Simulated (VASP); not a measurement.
Set up this calculation in VASP 6.6.1, as the native input.

* Task: single point
* Functional: LDA
* Potentials or basis: VASP PAW LDA potentials, release 64 (Ir_sv_GW)
* Cutoff: 500 eV
* k mesh: 14 × 14 × 14
* Occupations: methfessel-paxton, width 0.2 eV
* Spin: no spin polarisation
* Dipole correction: no
* Second run: valence_matched
* Further INCAR settings: ALGO = Normal; EDIFF = 1e-06; NBANDS = 14

The structure of Ir lies in POSCAR:

```
Ir
1.0
    0.0000000000      1.9060927672      1.9060927672
    1.9060927672      0.0000000000      1.9060927672
    1.9060927672      1.9060927672      0.0000000000
Ir
1
Direct
    0.0000000000      0.0000000000      0.0000000000
```

One way to write it, as run:

INCAR

```
PREC = Accurate
ENCUT = 500
EDIFF = 1E-6
ISMEAR = 1
SIGMA = 0.2
LREAL = F
LASPH = T
NELM = 120
ALGO = Normal
ISIF = 2
LWAVE = F
LCHARG = F
NBANDS = 14
GGA_COMPAT = F
```

KPOINTS

```
Automatic mesh
0
Gamma
  14 14 14
```

Potentials or basis: VASP PAW LDA potentials, release 64 (Ir_sv_GW).

Command:

```bash
$ cat potpaw_LDA.64/Ir_sv_GW/POTCAR > POTCAR
$ mpirun -np 1 vasp_std > vasp.out
```

It gave:

| Item | Value |
| --- | --- |
| Pressure | -1.9 GPa |

It took 14 s on 1 thread of Intel(R) Xeon(R) Platinum 8259CL CPU @ 2.50GHz (Skylake/Cascade Lake), on a shared host, peak memory 0.14 GiB.
